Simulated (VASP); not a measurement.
# Sm (Pm-3m) in VASP: single point with LDA

Aim: the single point of Sm with LDA.

All numbers are computed with VASP 6.6.1; they aren't measurements. Logs are shortened: lines on timing, memory, paths and dates and some standing lists are left out, and cuts for length are marked.

### Step 1. The cell of the first run

It takes space group Pm-3m (No. 221, cubic). Conventional cell: a = 2.505 Å, b = 2.505 Å, c = 2.505 Å, α = 90.00°, β = 90.00°, γ = 90.00°. Sm (site symmetry m-3m) has 6 Sm at 2.50 Å within 3.3 Å.

### Step 2. Single point, LDA

Contents of INCAR:

```
SYSTEM = Sm
ALGO = Normal ; EDIFF = 1E-6
ENCUT = 520 ; GGA = CA
ISIF = 2 ; ISMEAR = -1
LASPH = .TRUE. ; LCHARG = .FALSE.
LREAL = .FALSE. ; LWAVE = .FALSE.
NBANDS = 14 ; NELM = 60
PREC = Accurate ; SIGMA = 0.13605693000000002
```

Contents of KPOINTS:

```
k-points
0
G
  13 13 13
  0 0 0
```

Contents of POSCAR:

```
Sm
1.0
    2.5046845498      0.0000000000      0.0000000000
    0.0000000000      2.5046845498      0.0000000000
    0.0000000000      0.0000000000      2.5046845498
Sm
1
Direct
    0.0000000000      0.0000000000      0.0000000000
```

Potentials or basis: VASP PAW PBE potentials, release 64 (Sm).

Launch:

```sh
cat potpaw_PBE.64/Sm/POTCAR > POTCAR
mpirun -np 1 vasp_std > vasp.out
```

OUTCAR:

```text
SYSTEM = Sm
   EDIFF = 1E-6
   ENCUT = 520
   GGA = CA
   ISIF = 2
   ISMEAR = -1
   LASPH = .TRUE.
   LREAL = .FALSE.
   NELM = 60
   PREC = Accurate

 ion  position               nearest neighbor table
   1  0.000  0.000  0.000-

  LATTYP: Found a simple cubic cell.
 ALAT       =     2.5046845498

  Lattice vectors:

 A1 = (   2.5046845498,   0.0000000000,   0.0000000000)
 A2 = (   0.0000000000,   2.5046845498,   0.0000000000)
 A3 = (   0.0000000000,   0.0000000000,   2.5046845498)

Analysis of symmetry for initial positions (statically):
=====================================================================
 Subroutine PRICEL returns:
 Original cell was already a primitive cell.

 Routine SETGRP: Setting up the symmetry group for a
 simple cubic supercell.

 Subroutine GETGRP returns: Found 48 space group operations
 (whereof 48 operations were pure point group operations)
 out of a pool of 48 trial point group operations.

The static configuration has the point symmetry O_h .

Analysis of symmetry for dynamics (positions and initial velocities):
=====================================================================
 Subroutine PRICEL returns:
 Original cell was already a primitive cell.

 Routine SETGRP: Setting up the symmetry group for a
 simple cubic supercell.

 Subroutine GETGRP returns: Found 48 space group operations
 (whereof 48 operations were pure point group operations)
 out of a pool of 48 trial point group operations.

The dynamic configuration has the point symmetry O_h .

 Subroutine INISYM returns: Found 48 space group operations
 (whereof 48 operations are pure point group operations),
 and found     1 'primitive' translations

----------------------------------------------------------------------------------------

                                     Primitive cell

  volume of cell :      15.7130

  direct lattice vectors                    reciprocal lattice vectors
     2.504684550  0.000000000  0.000000000     0.399251874  0.000000000  0.000000000
     0.000000000  2.504684550  0.000000000     0.000000000  0.399251874  0.000000000
     0.000000000  0.000000000  2.504684550     0.000000000  0.000000000  0.399251874

  length of vectors
     2.504684550  2.504684550  2.504684550     0.399251874  0.399251874  0.399251874

  position of ions in fractional coordinates (direct lattice)
     0.000000000  0.000000000  0.000000000

[... 76 lines left out ...]
   LREAL  =      F    real-space projection
   EDIFFG = 0.1E-04   stopping-criterion for IOM
   NSW    =      0    number of steps for IOM
   IBRION =     -1    ionic relax: 0-MD 1-quasi-New 2-CG
   NFREE  =      0    steps in history (QN), initial steepest desc. (CG)
   ISIF   =      2    stress and relaxation
   ISYM   =      2    0-nonsym 1-usesym 2-fastsym
   POTIM  = 0.5000    time-step for ionic-motion
   TEBEG  =    0.0;   TEEND  =   0.0 temperature during run
   PSTRESS=    0.0 pullay stress
   NELECT =      16.0000    total number of electrons
   NUPDOWN=      -1.0000    fix difference up-down
   EMIN   =  10.00;   EMAX   =-10.00  energy-range for DOS
   EFERMI =   0.00;   METHOD = LEGACY
   ISMEAR =    -1;   SIGMA  =   0.14  broadening in eV -4-tet -1-fermi 0-gaus
   EFERMI_NEDOS =   21; number of points for ismear=-14 and -15
   IALGO  =     38    algorithm
   IMIX   =      4    mixing-type and parameters
     AMIX     =   0.40;   BMIX     =  1.00
     AMIX_MAG =   1.60;   BMIX_MAG =  1.00
  volume/ion in A,a.u.               =      15.71       106.04
  Fermi-wavevector in a.u.,A,eV,Ry     =   1.647006  3.112390 36.907545  2.712628
  Thomas-Fermi vector in A             =   2.736538
   LORBIT       =      0    0 simple, 1 ext, 2 COOP (PROOUT), +10 PAW based schemes
   GGA     = CA    functional components
   LHFCALC =     F    Hartree Fock is set to
   AEXX    =    0.0000 exact exchange contribution
   IVDW    =     0    specifies the selected vdW correction
   LEPSILON=     F    determine dielectric tensor
   LRPA    =     F    only Hartree local field effects (RPA)
 non-spin polarized calculation
  energy-cutoff  :      520.00
  volume of cell :       15.71
 maximum number of plane-waves:       445
 NGX is ok and might be reduce to    20
   NGX =  9   NGY =  9   NGZ =  9

 number of electron      15.9999999 magnetization

 Free energy of the ion-electron system (eV)
  ---------------------------------------------------
  ext. energy  EPLUGINS =         0.00000000
  ---------------------------------------------------
  free energy    TOTEN  =        -6.61238036 eV

  energy without entropy =       -6.19715133  energy(sigma->0) =       -6.40476585

 E-fermi :   7.4259     XC(G=0): -14.1623

 val. band max:        7.4187468090   @ k =   0.3077   0.2308   0.0769
 cond. band min:       7.4347445204   @ k =   0.2308   0.0769   0.0769
 fundamental gap:      0.0159977114
 Fermi energy:         7.4259311528

 k-point     1 :       0.0000    0.0000    0.0000
  band No.  band energies     occupation
      1     -33.8351      2.00000
      2      -8.9586      2.00000
      3      -8.9586      2.00000
      4      -8.9586      2.00000
      5       5.1615      2.00000
      6       5.1615      2.00000
      7       5.4861      2.00000
      8       7.2112      1.65793
      9       7.2112      1.65793
     10       7.2112      1.65793
     11       7.9408      0.04444
     12       7.9408      0.04444
     13       7.9408      0.04444
     14       8.0447      0.02095
[... 377 lines left out ...]
      1     -31.7286      2.00000
      2     -14.7397      2.00000
      3     -13.2704      2.00000
      4      -7.4437      2.00000
      5       3.8306      2.00000
      6       6.3255      1.99939
      7       6.6478      1.99345
      8       7.5556      0.55658
      9       7.6606      0.30258
     10       7.9331      0.04698
     11       8.3110      0.00299
     12       8.3540      0.00218
     13       9.5376      0.00000
     14      15.0256      0.00000

 [... further k-points ...]
[... 5 lines left out ...]
  --------------------------------------------------------------------------------------
  -------------------------------------------------------------------------------------
  Total        0.2200323      0.2200323      0.2200323     -0.0000000      0.0000000     -0.0000000
  in kB       22.4356143     22.4356143     22.4356143     -0.0000000      0.0000000     -0.0000000
  external PRESSURE =      22.4356143 kB  Pullay stress =       0.0000000 kB

 VOLUME and BASIS-vectors are now :
 -----------------------------------------------------------------------------
  energy-cutoff  :      520.00
  volume of cell :       15.71
      direct lattice vectors                 reciprocal lattice vectors
     2.504684550  0.000000000  0.000000000     0.399251874  0.000000000  0.000000000
     0.000000000  2.504684550  0.000000000     0.000000000  0.399251874  0.000000000
     0.000000000  0.000000000  2.504684550     0.000000000  0.000000000  0.399251874

 POSITION                                       TOTAL-FORCE (eV/Angst)
 -----------------------------------------------------------------------------------
      0.00000      0.00000      0.00000         0.000000      0.000000      0.000000
 -----------------------------------------------------------------------------------
    total drift:                               -0.000000     -0.000000     -0.000000

  FREE ENERGIE OF THE ION-ELECTRON SYSTEM (eV)
  ---------------------------------------------------
  free  energy   TOTEN  =        -6.6123803587 eV

  energy  without entropy=       -6.1971513334  energy(sigma->0) =       -6.40476585
```

Run time: 67 s. Hardware: 1 thread of AMD EPYC 7R13, shared host; peak memory 0.11 GiB.

What came out:

| Property | Result |
| --- | --- |
| Free energy | -6.6124 eV |
| Pressure | 2.2 GPa |
| Band gap on the k mesh | zero (band 8 reaches 7.69 eV, above the bottom of band 9 at 7.14 eV) |

Levels at points of the mesh, in eV from the Fermi level:
| k point | band 5 | band 6 | band 7 | band 8 | band 9 | band 10 | band 11 | band 12 |
| --- | --- | --- | --- | --- | --- | --- | --- | --- |
| (0.00, 0.00, 0.00) | -2.26 | -2.26 | -1.94 | -0.21 | -0.21 | -0.21 | 0.51 | 0.51 |

Caveat: the PAW data sets were made with another functional, which shifts forces and pressure a little; spin-orbit coupling is left out, which moves the levels of the heavy elements. Spin polarisation is off, so any magnetic state and its effect on volume and gap are missing.
